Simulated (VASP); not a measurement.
A run of VASP 6.6.1:

File INCAR:

```
PREC = Accurate
ENCUT = 600
EDIFF = 1E-7
ISMEAR = 0
SIGMA = 0.1
LREAL = F
LASPH = T
NELM = 120
ALGO = Normal
ISIF = 3
LWAVE = F
LCHARG = F
GGA = PE
IBRION = 2
NSW = 90
EDIFFG = -0.04
GGA_COMPAT = F
NELMIN = 4
```

The input KPOINTS:

```
regular mesh
0
Gamma
  6 6 4
```

The input POSCAR:

```
BAs2
1.0
    2.9318614500      0.0000000000      0.0000000000
    0.0000000000      2.9318614500      0.0000000000
    0.0000000000      0.0000000000      6.0491661300
B As
1 2
Direct
    0.0000000000      0.0000000000      0.0000000000
    0.5000000000      0.5000000000      0.2949999900
    0.5000000000      0.5000000000      0.7050000100
```

Potentials or basis: VASP PAW PBE potentials, release 64 (B, As_d).

Launch:

```sh
$ cat potpaw_PBE.64/B/POTCAR potpaw_PBE.64/As_d/POTCAR > POTCAR
$ mpirun -np 1 vasp_std > vasp.out
```

Hardware: 1 thread of Intel(R) Xeon(R) 6975P-C (Granite Rapids) (shared host).

Estimate the wall time of this run.

Wall time 3.9 min on 1 thread of Intel(R) Xeon(R) 6975P-C (Granite Rapids), on a shared host, peak memory 0.19 GiB. Counts: scf iterations 212, k points 30, ion steps 21.
